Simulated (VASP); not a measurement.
A run of VASP 6.6.1:

INCAR

```
  PREC = Accurate
  ENCUT = 520
  EDIFF = 1E-6
  ISMEAR = 0
  SIGMA = 0.1
  LREAL = False
  LASPH = True
  NELM = 80
  ALGO = Normal
  ISIF = 2
  LWAVE = False
  LCHARG = True
  GGA = PE
  LELF = True
  LVHAR = True
  NBANDS = 30
```

File KPOINTS:

```
regular mesh
0
Gamma
  4 4 4
```

The input POSCAR:

```
KZn3
1.0
    4.2391263257      0.0000000000      0.0000000000
    0.0000000000      4.2391263257      0.0000000000
    0.0000000000      0.0000000000      4.1955540238
K Zn
1 3
Direct
    0.0000000000      0.0000000000      0.0000000000
    0.0000000000      0.5000000000      0.5000000000
    0.5000000000      0.0000000000      0.5000000000
    0.5000000000      0.5000000000      0.0000000000
```

Potentials or basis: VASP PAW PBE potentials, release 64 (K_sv, Zn).

Run with:

```console
$ cat potpaw_PBE.64/K_sv/POTCAR potpaw_PBE.64/Zn/POTCAR > POTCAR
$ mpirun -np 1 vasp_std > vasp.out
```

Hardware: 1 thread of AMD EPYC 9R45 96-Core Processor (Zen 5), with other jobs on the host.

Problem. Estimate the wall time of this run.

Solution. Run time: 18 s on 1 thread of AMD EPYC 9R45 96-Core Processor (Zen 5), with other jobs on the host, peak memory 0.16 GiB. Counts: scf iterations 13, k points 18.
